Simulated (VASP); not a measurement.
Input of a VASP 6.6.1 run:

The input INCAR:

```
SYSTEM = Zn
PREC = Accurate ; ENCUT = 520
EDIFF = 1E-7 ; ISMEAR = -1
SIGMA = 0.1 ; LREAL = .False.
LASPH = .True. ; NELM = 80
ALGO = Normal ; ISIF = 2
LWAVE = .False. ; LCHARG = .True.
GGA = PE ; LELF = .True.
LVHAR = .True. ; NBANDS = 19
```

The input KPOINTS:

```
Automatic mesh
0
Gamma
  5 5 3
  0 0 0
```

Contents of POSCAR:

```
Zn
1.0
    2.6556370042      0.0000000000      0.0000000000
   -1.3278185021      2.2998491089      0.0000000000
    0.0000000000      0.0000000000      4.9624616040
Zn
2
Direct
    0.3333333333      0.6666666667      0.2500000000
    0.6666666667      0.3333333333      0.7500000000
```

Potentials or basis: VASP PAW PBE potentials, release 64 (Zn).

Run with:

```sh
$ cat potpaw_PBE.64/Zn/POTCAR > POTCAR
$ mpirun -np 1 vasp_std > vasp.out
```

Problem. What does it give for the pressure?

Solution. 1.2 GPa.

Problem. Estimate the band gap on the k mesh.

Solution. Zero (band 12 reaches 3.15 eV, above the bottom of band 13 at 0.03 eV).

Stress tensor (GPa, compression positive):
```
 4.76  0.00  0.00
 0.00  4.76  0.00
 0.00  0.00 -5.94
```

Caveat: the k points lie up to 0.55 Å⁻¹ apart.
